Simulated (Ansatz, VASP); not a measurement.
MgS: VASP beside Ansatz

INCAR

```
SYSTEM = MgS
  ALGO = Normal
  EDIFF = 1E-6
  EDIFFG = -0.002
  ENCUT = 600
  GGA = PS
  IBRION = 2
  ISIF = 3
  ISMEAR = 0
  LASPH = .TRUE.
  LCHARG = .FALSE.
  LREAL = .FALSE.
  LWAVE = .FALSE.
  NELM = 80
  NSW = 100
  PREC = Accurate
  SIGMA = 0.02
```

KPOINTS

```
k-points
0
G
  6 6 6
  0 0 0
```

The input POSCAR:

```
MgS
1.0
    0.0000000000      2.6000000000      2.6000000000
    2.6000000000      0.0000000000      2.6000000000
    2.6000000000      2.6000000000      0.0000000000
Mg S
1 1
Direct
    0.0000000000      0.0000000000      0.0000000000
    0.5000000000      0.5000000000      0.5000000000
```

Input for Ansatz:

```yaml
crystal:
  lattice:
    - [0.0, 2.6, 2.6]
    - [2.6, 0.0, 2.6]
    - [2.6, 2.6, 0.0]
  atoms:
    - { symbol: Mg, position: [0.0, 0.0, 0.0] }
    - { symbol: S, position: [0.5, 0.5, 0.5] }
basis:
  ecutwfc: 600.0
kpoints:
  mp_grid: { grid: [6, 6, 6] }
hamiltonian:
  xc: pbesol
  pseudopotentials: { kind: paw, azcp: { folder: soft_1 } }
scf:
  occupations: { method: gaussian, width: 0.02 }
output:
  forces: true
  stress: true
  eigenvalues: true
relax:
  adjacent_minimum: "off"
  f_tol: 0.002
  max_steps: 80
  cell: { stress_tol: 0.02 }
```

Alike in both runs: task relaxation of cell and atoms; functional PBEsol; k mesh 6 × 6 × 6; occupations gaussian, width 0.02 eV; no spin polarisation.

|  | VASP | Ansatz |
| --- | --- | --- |
| version | VASP 6.6.1 | Ansatz 0.2.0 |
| potentials or method | VASP PAW PBE potentials, release 64 (Mg, S), cutoff 600 eV | scalar-relativistic, plane waves, PAW |
| valence electrons in the cell | 8 | 16 |

VASP gave:

```
gap on the k mesh at the Fermi level, each at its own relaxed structure (eV) : 2.73
relaxed volume (Å³/atom)                                                     : 17.36
relaxed cell length with the largest relative difference (Å)                 : 3.662
```

Which values does Ansatz return?

gap on the k mesh at the Fermi level, each at its own relaxed structure (eV): 2.73; relaxed volume (Å³/atom): 17.40; relaxed cell length with the largest relative difference (Å): 3.664.

VASP's potentials were made for PBE, not for PBEsol, and Ansatz warns of the same on its side. VASP's potentials hold 8 valence electrons a cell and Ansatz's 16, so a difference there can come from the potentials and not from the codes.
